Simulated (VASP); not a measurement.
Crystal: TaN.

```
Ta N
1.0
     2.99562    0.00000    0.00000
    -1.49781    2.59429    0.00000
     0.00000    0.00000    2.93954
Ta N
1 1
Direct
  0.00000 0.00000 0.50000
  0.66667 0.33333 0.00000
```

Base run:

- Program: VASP 6.6.1
- Functional: r2SCAN
- Potentials or basis: VASP PAW PBE potentials, release 64 (Ta_pv, N)
- Cutoff: 520 eV
- k mesh: 10 × 10 × 9
- Occupations: fermi-dirac, width 0.05 eV
- Spin: no spin polarisation

Its results: band gap on the k mesh zero (band 8 reaches 7.89 eV, above the bottom of band 9 at 7.57 eV); pressure -17.5 GPa.

**Question.** After a change of settings the same cell gave: band gap on the k mesh zero (band 8 reaches 7.87 eV, above the bottom of band 9 at 7.60 eV); pressure -13.2 GPa. Which change was it?
A. cutoff from 520 eV to 660 eV
B. functional from r2SCAN to LDA; potentials or basis from VASP PAW PBE potentials, release 64 (Ta_pv, N) to VASP PAW LDA potentials, release 64 (Ta_pv, N)
C. functional from r2SCAN to PBE; further incar settings from ALGO = Normal; EDIFF = 1e-06; NBANDS = 15 to ALGO = Normal; EDIFF = 1e-07; NBANDS = 15

**Answer.** C.

Caveats: spin-orbit coupling is left out, which moves the levels of the heavy elements; the PAW data sets were made with another functional, which shifts forces and pressure a little (some runs).
